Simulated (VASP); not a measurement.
# Ni (Fm-3m) in VASP: notebook

Ni is run at these levels: PBE; tasks: single point, relaxation of cell and atoms.

Program: VASP 6.6.1. These are calculated values, not measurements. Logs are shortened: lines on timing, memory, paths and dates and some standing lists are left out, and cuts for length are marked.

**1. The cell of the first run**

It takes space group Fm-3m (No. 225, cubic). Conventional cell: a = 3.517 Å, b = 3.517 Å, c = 3.517 Å, α = 90.00°, β = 90.00°, γ = 90.00°. Ni (site symmetry m-3m) has 12 Ni at 2.49 Å within 3.3 Å.

**2. Single point, PBE, collinear spin, ferromagnetic start**

INCAR reads:

```
SYSTEM = Ni
PREC = Accurate
ENCUT = 520
EDIFF = 1E-6
ISMEAR = 0
SIGMA = 0.05
LREAL = .False.
LASPH = .True.
NELM = 150
ALGO = Normal
ISIF = 2
LWAVE = .False.
LCHARG = .True.
ISPIN = 2
MAGMOM = 0.7
LORBIT = 11
LMAXMIX = 4
GGA = PE
LELF = .True.
LVHAR = .True.
NBANDS = 15
```

KPOINTS reads:

```
Automatic mesh
0
Gamma
  16 16 16
  0 0 0
```

POSCAR reads:

```
Ni
1.0
    0.0000000000      1.7583436602      1.7583436602
    1.7583436602      0.0000000000      1.7583436602
    1.7583436602      1.7583436602      0.0000000000
Ni
1
Direct
    0.0000000000      0.0000000000      0.0000000000
```

Potentials or basis: VASP PAW PBE potentials, release 64 (Ni).

Launch:

```
$ cat potpaw_PBE.64/Ni/POTCAR > POTCAR
$ mpirun -np 1 vasp_std > vasp.out
```

OUTCAR:

```text
SYSTEM = Ni
   PREC = Accurate
   ENCUT = 520
   EDIFF = 1E-6
   ISMEAR = 0
   LREAL = .False.
   LASPH = .True.
   NELM = 150
   ISIF = 2
   ISPIN = 2
   LORBIT = 11
   GGA = PE

 ion  position               nearest neighbor table
   1  0.000  0.000  0.000-

  LATTYP: Found a face centered cubic cell.
 ALAT       =     3.5166873204

  Lattice vectors:

 A1 = (   0.0000000000,   1.7583436602,   1.7583436602)
 A2 = (   1.7583436602,   0.0000000000,   1.7583436602)
 A3 = (   1.7583436602,   1.7583436602,   0.0000000000)

Analysis of symmetry for initial positions (statically):
=====================================================================
 Subroutine PRICEL returns:
 Original cell was already a primitive cell.

 Routine SETGRP: Setting up the symmetry group for a
 face centered cubic supercell.

 Subroutine GETGRP returns: Found 48 space group operations
 (whereof 48 operations were pure point group operations)
 out of a pool of 48 trial point group operations.

The static configuration has the point symmetry O_h .

Analysis of symmetry for dynamics (positions and initial velocities):
=====================================================================
 Subroutine PRICEL returns:
 Original cell was already a primitive cell.

 Routine SETGRP: Setting up the symmetry group for a
 face centered cubic supercell.

 Subroutine GETGRP returns: Found 48 space group operations
 (whereof 48 operations were pure point group operations)
 out of a pool of 48 trial point group operations.

The dynamic configuration has the point symmetry O_h .

Analysis of structural, dynamic, and magnetic symmetry:
=====================================================================
 Subroutine PRICEL returns:
 Original cell was already a primitive cell.

 Routine SETGRP: Setting up the symmetry group for a
 face centered cubic supercell.

 Subroutine GETGRP returns: Found 48 space group operations
 (whereof 48 operations were pure point group operations)
 out of a pool of 48 trial point group operations.

The overall configuration has the point symmetry O_h .

 Subroutine INISYM returns: Found 48 space group operations
 (whereof 48 operations are pure point group operations),
 and found     1 'primitive' translations

----------------------------------------------------------------------------------------

                                     Primitive cell

  volume of cell :      10.8728

  direct lattice vectors                    reciprocal lattice vectors
     0.000000000  1.758343660  1.758343660    -0.284358520  0.284358520  0.284358520
     1.758343660  0.000000000  1.758343660     0.284358520 -0.284358520  0.284358520
     1.758343660  1.758343660  0.000000000     0.284358520  0.284358520 -0.284358520

  length of vectors
     2.486673452  2.486673452  2.486673452     0.492523403  0.492523403  0.492523403

[... 123 lines left out ...]

  energy without entropy =       -5.46960907  energy(sigma->0) =       -5.47066876

 E-fermi :   9.3961     XC(G=0): -13.2588

 val. band max:        9.3918834150   @ k =   0.3750   0.1875   0.0000
 cond. band min:       9.3968349167   @ k =   0.3750   0.2500   0.0000
 fundamental gap:      0.0049515017
 Fermi energy:         9.3960527268

 spin component 1

 k-point     1 :       0.0000    0.0000    0.0000
  band No.  band energies     occupation
      1       0.3721      1.00000
      2       6.9668      1.00000
      3       6.9668      1.00000
      4       6.9668      1.00000
      5       8.1500      1.00000
      6       8.1500      1.00000
      7      33.1139      0.00000
      8      36.9832      0.00000
      9      36.9832      0.00000
     10      36.9832      0.00000
     11      39.9250      0.00000
     12      39.9250      0.00000
     13      39.9250      0.00000
     14      42.8820      0.00000
[... 403 lines left out ...]
      4       7.0684      1.00000
      5       8.0663      1.00000
      6       8.1647      1.00000
      7      31.7552      0.00000
      8      33.4020      0.00000
      9      35.7187      0.00000
     10      37.5612      0.00000
     11      40.0949      0.00000
     12      40.1927      0.00000
     13      43.1690      0.00000
     14      45.3091      0.00000
     15      45.7126      0.00000

 [... further k-points ...]

 spin component 2

 k-point     1 :       0.0000    0.0000    0.0000
  band No.  band energies     occupation
      1       0.3344      1.00000
      2       7.6921      1.00000
      3       7.6921      1.00000
      4       7.6921      1.00000
      5       8.6991      1.00000
      6       8.6991      1.00000
      7      32.9528      0.00000
      8      36.9592      0.00000
      9      36.9592      0.00000
     10      36.9592      0.00000
     11      40.0191      0.00000
     12      40.0191      0.00000
     13      40.0191      0.00000
     14      42.7630      0.00000
[... 403 lines left out ...]
      4       7.7935      1.00000
      5       8.6103      1.00000
      6       8.7164      1.00000
      7      31.7118      0.00000
      8      33.4188      0.00000
      9      35.6820      0.00000
     10      37.5373      0.00000
     11      40.1787      0.00000
     12      40.1832      0.00000
     13      43.1519      0.00000
     14      45.4568      0.00000
     15      45.7068      0.00000

 [... further k-points ...]

------------------------ aborting loop because EDIFF is reached ----------------------------------------

  FORCE on cell =-STRESS in cart. coord.  units (eV):
  Direction    XX          YY          ZZ          XY          YZ          ZX
  --------------------------------------------------------------------------------------
  -------------------------------------------------------------------------------------
  Total       -0.0019023     -0.0019023     -0.0019023      0.0000000      0.0000000     -0.0000000
  in kB       -0.2803139     -0.2803139     -0.2803139      0.0000000      0.0000000     -0.0000000
  external PRESSURE =      -0.2803139 kB  Pullay stress =       0.0000000 kB

 VOLUME and BASIS-vectors are now :
 -----------------------------------------------------------------------------
  energy-cutoff  :      520.00
  volume of cell :       10.87
      direct lattice vectors                 reciprocal lattice vectors
     0.000000000  1.758343660  1.758343660    -0.284358520  0.284358520  0.284358520
     1.758343660  0.000000000  1.758343660     0.284358520 -0.284358520  0.284358520
     1.758343660  1.758343660  0.000000000     0.284358520  0.284358520 -0.284358520

 POSITION                                       TOTAL-FORCE (eV/Angst)
 -----------------------------------------------------------------------------------
      0.00000      0.00000      0.00000        -0.000000     -0.000000     -0.000000
 -----------------------------------------------------------------------------------
    total drift:                                0.000000     -0.000000     -0.000000

  FREE ENERGIE OF THE ION-ELECTRON SYSTEM (eV)
  ---------------------------------------------------
  free  energy   TOTEN  =        -5.4717284409 eV

  energy  without entropy=       -5.4696090723  energy(sigma->0) =       -5.47066876

 total charge

# of ion       s       p       d       tot
------------------------------------------
    1        0.497   0.498   8.317   9.311

 magnetization (x)

# of ion       s       p       d       tot
------------------------------------------
    1       -0.007  -0.025   0.640   0.609
```

OSZICAR:

```text
N       E                     dE             d eps       ncg     rms          rms(c)
DAV:   1     0.329559235049E+02    0.32956E+02   -0.42250E+03  9238   0.853E+02
DAV:   2    -0.506122515369E+01   -0.38017E+02   -0.35291E+02  9897   0.162E+02
DAV:   3    -0.648854725080E+01   -0.14273E+01   -0.14149E+01 10674   0.308E+01
DAV:   4    -0.649742016256E+01   -0.88729E-02   -0.88719E-02 10580   0.231E+00
DAV:   5    -0.649752846641E+01   -0.10830E-03   -0.10830E-03 11067   0.227E-01    0.991E+00
DAV:   6    -0.581619055474E+01    0.68134E+00   -0.13669E+01 12571   0.403E+01    0.593E+00
DAV:   7    -0.548902322165E+01    0.32717E+00   -0.23657E+00 11610   0.152E+01    0.190E+00
DAV:   8    -0.547455559364E+01    0.14468E-01   -0.23732E-02 10923   0.104E+00    0.913E-01
DAV:   9    -0.547223340654E+01    0.23222E-02   -0.17230E-03 14345   0.255E-01    0.246E-01
DAV:  10    -0.547172731062E+01    0.50610E-03   -0.65070E-04 14116   0.144E-01    0.326E-02
DAV:  11    -0.547172773665E+01   -0.42603E-06   -0.22989E-05 11993   0.339E-02    0.298E-02
DAV:  12    -0.547172844086E+01   -0.70421E-06   -0.74285E-07  9079   0.788E-03
   1 F= -.54717284E+01 E0= -.54706688E+01  d E =-.211937E-02  mag=     0.5969
```

stdout:

```text
POSCAR found type information on POSCAR Ni
 POSCAR found :  1 types and       1 ions
 scaLAPACK will be used
 LDA part: xc-table for (Slater+PW92), standard interpolation
 POSCAR, INCAR and KPOINTS ok, starting setup
 FFT: planning ... GRIDC
 FFT: planning ... GRID_SOFT
 FFT: planning ... GRID
 WAVECAR not read
 entering main loop
```

Wall time 20 s (1 thread of Intel Xeon 6975P-C (Granite Rapids), shared host); peak memory 0.14 GiB.

Results:

```
Free energy                                           : -5.4717 eV
Pressure                                              : 0.0 GPa
Net moment                                            : 0.60 μB per cell
Site moments                                          : Ni +0.61 μB
Valence electrons inside the program's atomic spheres : Ni 9.31
```

**3. Relaxation of cell and atoms, PBE, collinear spin, ferromagnetic start**

This run uses another cell than the first one, of 10.94 Å³/atom, 1.006 times its volume.

INCAR reads:

```
SYSTEM = Ni
  ALGO = Fast
  EDIFF = 1E-7
  EDIFFG = -0.01
  ENCUT = 600
  GGA = PE
  IBRION = 2
  ISIF = 3
  ISMEAR = 0
  ISPIN = 2
  LASPH = .True.
  LCHARG = .False.
  LMAXMIX = 4
  LORBIT = 11
  LREAL = .False.
  LWAVE = .False.
  MAGMOM = 0.7
  NELM = 150
  NSW = 80
  PREC = Accurate
  SIGMA = 0.05
```

KPOINTS reads:

```
k-points
0
Gamma
  16 16 16
  0 0 0
```

POSCAR reads:

```
Ni
1.0
    0.0000000000      1.7619350000      1.7619350000
    1.7619350000      0.0000000000      1.7619350000
    1.7619350000      1.7619350000      0.0000000000
Ni
1
Direct
    0.0000000000      0.0000000000      0.0000000000
```

Potentials or basis: VASP PAW PBE potentials, release 64 (Ni).

Launch:

```
$ cat potpaw_PBE.64/Ni/POTCAR > POTCAR
$ mpirun -np 1 vasp_std > vasp.out
```

Wall time 35 s (1 thread of Intel Xeon 6975P-C (Granite Rapids), shared host); peak memory 0.16 GiB.

The run converged. Its results:

```yaml
Free_energy: -5.4715 eV
Relaxed_volume: 10.87 Å³/atom
Relaxed_cell: a = 2.486 Å, b = 2.486 Å, c = 2.486 Å, α = 60.00°, β = 60.00°, γ = 60.00°
Space_group_after_relaxing_to_0.05_Å: Fm-3m (No. 225)
Energy_gained_by_relaxing: 0.3 meV/atom
Ionic_steps: 3
Pressure_after_relaxing: 0.0 GPa
Net_moment: 0.60 μB per cell
Site_moments: Ni +0.61 μB
Valence_electrons_inside_the_program's_atomic_spheres: Ni 9.31
```

Step by step:
```tsv
step	energy change (eV)	largest force (eV/Å)	pressure (GPa)	volume (Å³)
1	0.0000	0.0000	-1.29	10.94
2	-0.0001	0.0000	1.22	10.80
3	-0.0003	0.0000	0.01	10.87
```

Final structure:
```
CELL_PARAMETERS angstrom
0.00000 1.75794 1.75794
1.75794 0.00000 1.75794
1.75794 1.75794 0.00000
ATOMIC_POSITIONS crystal
Ni 0.00000 0.00000 0.00000
```

Levels at points of the mesh, in eV from the Fermi level:
Spin up:
```csv
k point,band 1,band 2,band 3,band 4,band 5,band 6,band 7,band 8,band 9
"(0.00, 0.00, 0.00)",-9.03,-2.43,-2.43,-2.43,-1.25,-1.25,23.72,27.60,27.60
"(0.50, 0.00, 0.00)",-4.84,-2.41,-2.41,-0.59,-0.59,-0.31,5.67,22.21,24.69
"(0.50, 0.50, 0.00)",-4.65,-4.20,-0.54,-0.47,-0.47,2.44,9.23,14.83,14.83
```
Spin down:
```tsv
k point	band 2	band 3	band 4	band 5	band 6	band 7	band 8	band 9
(0.00, 0.00, 0.00)	-1.71	-1.71	-1.71	-0.70	-0.70	23.56	27.57	27.57
(0.50, 0.00, 0.00)	-1.82	-1.82	-0.37	0.13	0.13	6.08	22.07	24.77
(0.50, 0.50, 0.00)	-3.61	0.04	0.37	0.37	2.40	9.46	14.83	14.83
```
